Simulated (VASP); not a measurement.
Wanted: the native input for a VASP 6.6.1 run.

```
Task                   : single point
Functional             : PBE
Potentials or basis    : VASP PAW PBE potentials, release 64 (Eu)
Cutoff                 : 520 eV
k mesh                 : 14 × 14 × 14
Occupations            : gaussian, width 0.05 eV
Spin                   : collinear spin, ferromagnetic start
Starting moments       : [7.72] μB
Dipole correction      : no
Further INCAR settings : ALGO = Normal; EDIFF = 1e-06; NBANDS = 18
```

The structure of Eu lies in POSCAR:

```
Eu
1.0
   -2.1936230897      2.1936230897      2.1936230897
    2.1936230897     -2.1936230897      2.1936230897
    2.1936230897      2.1936230897     -2.1936230897
Eu
1
Direct
    0.0000000000      0.0000000000      0.0000000000
```

These files were run (other wordings do the same):

INCAR

```
SYSTEM = Eu
  ALGO = Normal
  EDIFF = 1E-6
  ENCUT = 520
  GGA = PE
  ISIF = 2
  ISMEAR = 0
  ISPIN = 2
  LASPH = .TRUE.
  LCHARG = .FALSE.
  LMAXMIX = 6
  LORBIT = 11
  LREAL = .FALSE.
  LWAVE = .FALSE.
  MAGMOM = 7.72
  NBANDS = 18
  NELM = 150
  PREC = Accurate
  SIGMA = 0.05
```

KPOINTS

```
k-points
0
G
  14 14 14
  0 0 0
```

Potentials or basis: VASP PAW PBE potentials, release 64 (Eu).

The run is started by

```console
$ cat potpaw_PBE.64/Eu/POTCAR > POTCAR
$ mpirun -np 1 vasp_std > vasp.out
```

It gave:

```yaml
Pressure: -0.3 GPa
Net_moment: 7.23 μB per cell
Site_moments: Eu +6.66 μB
Valence_electrons_inside_the_program's_atomic_spheres: Eu 14.73
```

Wall time 89 s on 1 thread of Intel(R) Xeon(R) 6975P-C (Granite Rapids), on a shared host, peak memory 0.27 GiB.
